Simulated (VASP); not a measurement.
Crystal: CuO.

```
Cu O
1.0
     2.34185   -1.71130    0.00000
     2.34185    1.71130    0.00000
    -0.85003    0.00000    5.05787
Cu O
2 2
Cartesian
  0.7459 -0.8557 2.5289
  1.1709 0.8557 0.0000
  1.7043 0.2793 3.7934
  2.1293 -0.2793 1.2645
```

```yaml
Program: VASP 6.6.1
Task: relaxation of cell and atoms
Functional: revPBE
Dispersion: D3(BJ)
Potentials_or_basis: VASP PAW PBE potentials, release 64 (Cu, O)
Cutoff: 600 eV
k_mesh: 10 × 10 × 5
Occupations: fermi-dirac, width 0.05 eV
Spin: no spin polarisation
```

At the start: pressure 1.5 GPa; volume 10.13 Å³/atom.

**Question.** How do energy, volume and symmetry change on relaxing?

**Answer.** Over 30 steps the energy falls by 13.3 meV/atom and the volume is 10.87 Å³/atom (+7.3 %); space group C2/c (No. 15, to 0.1 Å) before and after.

Step by step:
```csv
step,energy change (eV),largest force (eV/Å),pressure (GPa),volume (Å³)
1,0.0000,0.1708,1.48,40.54
2,-0.0061,0.1268,-0.75,41.09
3,-0.0061,0.1251,-0.87,41.11
4,-0.0095,0.0443,-0.04,41.01
5,-0.0101,0.0063,0.44,40.95
6,-0.0133,0.0021,0.44,41.07
7,-0.0214,0.0078,0.46,41.43
8,-0.0327,0.0134,0.51,42.07
9,-0.0382,0.0294,0.33,43.12
10,-0.0392,0.0135,0.50,42.74
11,-0.0411,0.0758,-2.08,43.47
12,-0.0423,0.0452,-1.12,43.19
13,-0.0458,0.0658,-0.21,42.94
14,-0.0458,0.0676,-0.12,42.92
15,-0.0465,0.0307,0.44,42.82
16,-0.0465,0.0246,0.50,42.81
17,-0.0469,0.0157,0.29,42.90
18,-0.0473,0.0020,-0.04,43.04
19,-0.0473,0.0045,-0.20,43.10
20,-0.0478,0.0002,-0.21,43.13
21,-0.0488,0.0177,-0.18,43.24
22,-0.0493,0.0537,-0.20,43.44
23,-0.0497,0.0523,-0.19,43.45
24,-0.0508,0.0471,-0.16,43.48
25,-0.0522,0.0385,-0.16,43.52
26,-0.0525,0.0201,-0.51,43.59
27,-0.0528,0.0299,-0.28,43.56
28,-0.0530,0.0070,0.27,43.42
29,-0.0530,0.0132,0.11,43.46
30,-0.0531,0.0009,0.00,43.49
```

Final structure:
```
Cu O
1.0
     2.12062   -1.97440    0.13530
     2.12062    1.97440    0.13530
    -0.45420    0.00000    5.16398
Cu O
2 2
Direct
  0.50000 0.00000 0.50000
  0.00000 0.50000 0.00000
  0.49232 0.50768 0.75000
  0.50768 0.49232 0.25000
```

Caveat: the PAW data sets were made with another functional, which shifts forces and pressure a little.
